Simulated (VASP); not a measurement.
# AlCo (Pm-3m) in VASP: a series of runs, part 2 of 2

VASP 6.6.1.

**3. Single point, PBE, collinear spin, ferromagnetic start**

INCAR

```
SYSTEM = AlCo
PREC     = Accurate       ! precision mode
ENCUT    = 520            ! plane-wave cutoff, eV
EDIFF    = 1E-7           ! SCF threshold, eV
ISMEAR   = 1              ! smearing method
SIGMA    = 0.2            ! smearing width, eV
LREAL    = .False.        ! projectors in reciprocal space
LASPH    = .True.         ! aspherical terms in the spheres
NELM     = 150            ! most SCF steps
ALGO     = Normal         ! electronic algorithm
ISIF     = 2              ! what is computed and relaxed
LWAVE    = .False.        ! write WAVECAR
LCHARG   = .True.         ! write CHGCAR
ISPIN    = 2              ! spin polarisation
MAGMOM   = 0 1.8          ! initial moments
LORBIT   = 11             ! projections on sites
LMAXMIX  = 4              ! l up to which the mixer works
GGA      = PE             ! functional
LELF     = .True.         ! ELF
LVHAR    = .True.       
NBANDS   = 17             ! bands
```

KPOINTS

```
Automatic mesh
0
Gamma
  10 10 10
  0 0 0
```

POSCAR

```
AlCo
1.0
    2.8194030000      0.0000000000      0.0000000000
    0.0000000000      2.8194030000      0.0000000000
    0.0000000000      0.0000000000      2.8194030000
Al Co
1 1
Direct
    0.0000000000      0.0000000000      0.0000000000
    0.5000000000      0.5000000000      0.5000000000
```

Potentials or basis: VASP PAW PBE potentials, release 64 (Al, Co).

Run with:

```sh
> cat potpaw_PBE.64/Al/POTCAR potpaw_PBE.64/Co/POTCAR > POTCAR
> mpirun -np 1 vasp_std > vasp.out
```

OUTCAR:

```text
SYSTEM = AlCo
   PREC = Accurate
   ENCUT = 520
   EDIFF = 1E-7
   ISMEAR = 1
   LREAL = .False.
   LASPH = .True.
   NELM = 150
   ISIF = 2
   ISPIN = 2
   LORBIT = 11
   GGA = PE

 ion  position               nearest neighbor table
   1  0.000  0.000  0.000-   2 2.44   2 2.44   2 2.44   2 2.44   2 2.44   2 2.44   2 2.44   2 2.44

   2  0.500  0.500  0.500-   1 2.44   1 2.44   1 2.44   1 2.44   1 2.44   1 2.44   1 2.44   1 2.44

  LATTYP: Found a simple cubic cell.
 ALAT       =     2.8194030000

  Lattice vectors:

 A1 = (   2.8194030000,   0.0000000000,   0.0000000000)
 A2 = (   0.0000000000,   2.8194030000,   0.0000000000)
 A3 = (   0.0000000000,   0.0000000000,   2.8194030000)

Analysis of symmetry for initial positions (statically):
=====================================================================
 Subroutine PRICEL returns:
 Original cell was already a primitive cell.

 Routine SETGRP: Setting up the symmetry group for a
 simple cubic supercell.

 Subroutine GETGRP returns: Found 48 space group operations
 (whereof 48 operations were pure point group operations)
 out of a pool of 48 trial point group operations.

[... 674 lines left out ...]
      1      -0.2806      1.00000
      2       7.9027      1.00000
      3       7.9027      1.00000
      4      10.1272      1.00000
      5      10.1272      1.00000
      6      10.1272      1.00000
[... 459 lines left out ...]
      6      10.0112      1.00000
[... 9 lines left out ...]
     16      32.3685      0.00000
     17      33.4624      0.00000

 [... further k-points ...]
[... 5 lines left out ...]
  --------------------------------------------------------------------------------------
  -------------------------------------------------------------------------------------
  Total        0.9056212      0.9056212      0.9056212      0.0000000      0.0000000      0.0000000
  in kB       64.7419365     64.7419365     64.7419365      0.0000000      0.0000000      0.0000000
  external PRESSURE =      64.7419365 kB  Pullay stress =       0.0000000 kB

 VOLUME and BASIS-vectors are now :
 -----------------------------------------------------------------------------
  energy-cutoff  :      520.00
  volume of cell :       22.41
      direct lattice vectors                 reciprocal lattice vectors
     2.819403000  0.000000000  0.000000000     0.354685017  0.000000000  0.000000000
     0.000000000  2.819403000  0.000000000     0.000000000  0.354685017  0.000000000
     0.000000000  0.000000000  2.819403000     0.000000000  0.000000000  0.354685017

 POSITION                                       TOTAL-FORCE (eV/Angst)
 -----------------------------------------------------------------------------------
      0.00000      0.00000      0.00000         0.000000      0.000000      0.000000
      1.40970      1.40970      1.40970         0.000000      0.000000      0.000000
 -----------------------------------------------------------------------------------
    total drift:                                0.000000     -0.000000     -0.000000

  FREE ENERGIE OF THE ION-ELECTRON SYSTEM (eV)
  ---------------------------------------------------
  free  energy   TOTEN  =       -11.9739085839 eV

  energy  without entropy=      -11.9762251487  energy(sigma->0) =      -11.97468077

 total charge

# of ion       s       p       d       tot
------------------------------------------
    1        0.399   0.443   0.000   0.841
    2        0.446   0.536   7.530   8.512
--------------------------------------------------
tot          0.845   0.979   7.530   9.354

 magnetization (x)

# of ion       s       p       d       tot
------------------------------------------
    1       -0.000  -0.000   0.000  -0.000
    2        0.000  -0.000   0.000   0.000
--------------------------------------------------
tot         -0.000  -0.000   0.000   0.000
```

stdout:

```text
POSCAR found type information on POSCAR AlCo
 POSCAR found :  2 types and       2 ions
 scaLAPACK will be used
 LDA part: xc-table for (Slater+PW92), standard interpolation
 POSCAR, INCAR and KPOINTS ok, starting setup
 FFT: planning ... GRIDC
 FFT: planning ... GRID_SOFT
 FFT: planning ... GRID
 WAVECAR not read
 entering main loop
```

It took 15 s on 1 thread of Intel Xeon 6975P-C (Granite Rapids), shared host; peak memory 0.17 GiB.

What came out:

```
Free energy                                           : -11.9739 eV
Pressure                                              : 6.5 GPa
Band gap on the k mesh                                : zero (filled and empty bands overlap)
Net moment                                            : 0.00 μB per cell
Valence electrons inside the program's atomic spheres : Al 0.84; Co 8.51
```

Levels at points of the mesh, in eV from the Fermi level:
Spin up:
| k point | band 2 | band 3 | band 4 | band 5 | band 6 | band 7 | band 8 | band 9 | band 10 | band 11 |
| --- | --- | --- | --- | --- | --- | --- | --- | --- | --- | --- |
| (0.00, 0.00, 0.00) | -3.12 | -3.12 | -0.89 | -0.89 | -0.89 | 6.13 | 6.13 | 6.13 | 8.86 | 8.86 |
| (0.50, 0.00, 0.00) | -6.79 | -2.50 | -1.80 | -1.80 | -0.77 | 0.18 | 8.44 | 10.79 | 10.79 | 11.99 |
| (0.50, 0.50, 0.00) | -3.19 | -2.75 | -2.75 | -1.59 | -1.59 | -0.26 | 2.52 | 3.64 | 13.12 | 16.12 |
| (0.50, 0.50, 0.50) | -4.10 | -4.10 | -0.22 | -0.22 | 2.38 | 2.38 | 2.38 | 4.41 | 5.49 | 5.49 |
Spin down:
```csv
k point,band 3,band 4,band 5,band 6,band 7,band 8,band 9,band 10
"(0.00, 0.00, 0.00)",-3.12,-0.89,-0.89,-0.89,6.13,6.13,6.13,8.86
"(0.50, 0.00, 0.00)",-2.50,-1.80,-1.80,-0.77,0.18,8.44,10.79,10.79
"(0.50, 0.50, 0.00)",-2.75,-2.75,-1.59,-1.59,-0.26,2.52,3.64,13.12
"(0.50, 0.50, 0.50)",-4.10,-0.22,-0.22,2.38,2.38,2.38,4.41,5.49
```

Caveat: the starting moments collapsed, and a magnetic state may lie lower.
